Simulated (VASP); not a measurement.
Crystal: Si13Sn3.

```
CELL_PARAMETERS angstrom
11.28613 0.00000 0.00000
0.00000 11.28613 0.00000
0.00000 0.00000 11.28613
ATOMIC_POSITIONS crystal
Si 0.99925 0.99789 0.00122
Si 0.00169 0.99546 0.50010
Si 0.99891 0.50048 0.00095
Si 0.99514 0.49855 0.50246
Si 0.49883 0.00154 0.00059
Si 0.49882 0.99945 0.50250
Si 0.49863 0.50119 0.99980
Si 0.50192 0.50110 0.50164
Si 0.12566 0.12636 0.12369
Si 0.12477 0.62351 0.12507
Si 0.12374 0.62813 0.62399
Si 0.62757 0.12359 0.62556
Si 0.62462 0.62346 0.12689
Si 0.62368 0.62549 0.62612
Si 0.25080 0.24747 0.49967
Si 0.25273 0.74886 0.00079
Si 0.25169 0.74970 0.49961
Si 0.74883 0.25050 0.50106
Si 0.75111 0.74937 0.00196
Si 0.74878 0.74917 0.50063
Si 0.37867 0.37327 0.62520
Si 0.37347 0.87849 0.12626
Si 0.37929 0.87242 0.62582
Si 0.87890 0.37609 0.12351
Si 0.87452 0.87407 0.12343
Si 0.87644 0.87463 0.62455
Si 0.24878 0.99982 0.24692
Si 0.25098 0.49702 0.25045
Si 0.24888 0.49993 0.75464
Si 0.74973 0.00096 0.24830
Si 0.74977 0.99685 0.75287
Si 0.75193 0.50290 0.25201
Si 0.74928 0.50049 0.74800
Si 0.37699 0.12572 0.37396
Si 0.37467 0.62621 0.37283
Si 0.37219 0.62543 0.87123
Si 0.87540 0.12659 0.37914
Si 0.87432 0.62340 0.37209
Si 0.87661 0.62303 0.87455
Si 0.00163 0.25140 0.24838
Si 0.99946 0.74611 0.25015
Si 0.99781 0.75023 0.74989
Si 0.49669 0.24792 0.75061
Si 0.49945 0.75178 0.25054
Si 0.50241 0.75068 0.74745
Si 0.12521 0.37557 0.37236
Si 0.12547 0.87427 0.37680
Si 0.12774 0.87682 0.87481
Si 0.62366 0.37279 0.37417
Si 0.62509 0.37357 0.87578
Si 0.62427 0.87646 0.37570
Si 0.62093 0.87467 0.87415
Sn 0.12404 0.12526 0.62772
Sn 0.62093 0.12570 0.12614
Sn 0.24784 0.25029 0.99989
Sn 0.74988 0.24782 0.00268
Sn 0.37489 0.37535 0.12418
Sn 0.87643 0.37471 0.62308
Sn 0.25145 0.99955 0.74870
Sn 0.37595 0.12511 0.87574
Sn 0.87558 0.12587 0.87506
Sn 0.99951 0.25019 0.75030
Sn 0.49988 0.25143 0.25053
Sn 0.12472 0.37501 0.87259
```

| Quantity | Value |
| --- | --- |
| Program | VASP 6.6.1 |
| Task | relaxation of volume and atoms at fixed shape |
| Functional | PBEsol |
| Potentials or basis | VASP PAW PBE potentials, release 64 (Si, Sn_d) |
| Cutoff | 600 eV |
| k mesh | 1 × 1 × 1, shifted |
| Occupations | fermi-dirac, width 0.05 eV |
| Spin | no spin polarisation |

At the start: pressure 2.5 GPa; volume 22.46 Å³/atom.

Q: How do energy, volume and symmetry change on relaxing?

A: Over 19 steps the energy falls by 151.9 meV/atom and the volume is 22.40 Å³/atom (-0.3 %); space group P1 (No. 1, to 0.1 Å) before and after.

The path:
```csv
step,energy change (eV),largest force (eV/Å),pressure (GPa),volume (Å³)
1,0.0000,3.8352,2.54,1437.59
2,-6.3453,1.5777,-3.01,1513.10
3,-6.4767,1.4316,-3.73,1526.31
4,-8.9688,0.9135,0.42,1430.25
5,-8.9980,0.9469,1.04,1418.89
6,-9.5254,0.4056,0.24,1430.02
7,-9.5889,0.3877,-0.11,1435.48
8,-9.6783,0.1654,0.01,1433.67
9,-9.6834,0.1655,0.05,1433.12
10,-9.7023,0.0888,-0.03,1434.48
11,-9.7069,0.0874,-0.08,1435.49
12,-9.7143,0.0531,0.07,1432.80
13,-9.7147,0.0493,0.11,1432.08
14,-9.7179,0.0458,-0.08,1435.32
15,-9.7180,0.0455,-0.06,1435.11
16,-9.7208,0.0365,-0.02,1434.26
17,-9.7214,0.0654,0.04,1433.24
18,-9.7216,0.0562,0.02,1433.53
19,-9.7240,0.0298,0.01,1433.69
```

Final structure:
```
CELL_PARAMETERS angstrom
11.27592 0.00000 0.00000
0.00000 11.27592 0.00000
0.00000 0.00000 11.27592
ATOMIC_POSITIONS crystal
Si 0.00412 0.98008 0.01800
Si 0.98853 0.98753 0.48765
Si 0.99125 0.51878 0.01456
Si 0.00881 0.51110 0.49113
Si 0.50235 0.97264 0.99925
Si 0.49942 0.99551 0.49914
Si 0.50633 0.51838 0.98749
Si 0.50448 0.50616 0.49984
Si 0.11377 0.11016 0.14311
Si 0.12227 0.63246 0.13116
Si 0.12894 0.63146 0.62192
Si 0.62314 0.12308 0.61807
Si 0.62834 0.62834 0.12418
Si 0.62370 0.63022 0.62483
Si 0.25946 0.26209 0.48870
Si 0.24926 0.74332 0.00375
Si 0.25206 0.74986 0.49671
Si 0.74330 0.24022 0.49015
Si 0.75046 0.75184 0.00122
Si 0.74951 0.74660 0.50021
Si 0.38053 0.38157 0.61690
Si 0.37111 0.86760 0.12728
Si 0.38645 0.86008 0.61358
Si 0.88269 0.38723 0.13913
Si 0.87550 0.86429 0.13182
Si 0.87115 0.86858 0.62266
Si 0.24740 0.99279 0.25635
Si 0.23932 0.51607 0.25923
Si 0.26283 0.51430 0.73805
Si 0.76132 0.98339 0.26010
Si 0.73747 0.98615 0.73929
Si 0.75284 0.50586 0.25533
Si 0.74193 0.51847 0.75391
Si 0.36610 0.11452 0.38524
Si 0.37480 0.62749 0.37640
Si 0.37718 0.63446 0.86933
Si 0.87226 0.12078 0.37295
Si 0.87776 0.62971 0.37456
Si 0.87104 0.63048 0.87958
Si 0.99849 0.24906 0.25723
Si 0.00004 0.74909 0.25200
Si 0.99668 0.74631 0.75162
Si 0.51090 0.26255 0.73489
Si 0.49978 0.74822 0.25044
Si 0.50188 0.74801 0.74552
Si 0.12708 0.37888 0.37261
Si 0.12283 0.86863 0.37424
Si 0.11699 0.85756 0.88799
Si 0.63421 0.38407 0.38432
Si 0.61822 0.39349 0.86186
Si 0.62634 0.87042 0.37706
Si 0.62432 0.86328 0.87028
Sn 0.12773 0.12076 0.60062
Sn 0.62748 0.10400 0.12961
Sn 0.24136 0.24079 0.01244
Sn 0.74781 0.26851 0.00047
Sn 0.37667 0.39913 0.12842
Sn 0.86082 0.38925 0.61200
Sn 0.25046 0.97615 0.74737
Sn 0.39492 0.12238 0.87116
Sn 0.87237 0.10054 0.87975
Sn 0.99720 0.25153 0.74668
Sn 0.49950 0.24960 0.26838
Sn 0.12563 0.40128 0.87775
```

Caveat: the k points lie up to 0.56 Å⁻¹ apart in the final cell; the PAW data sets were made with another functional, which shifts forces and pressure a little.
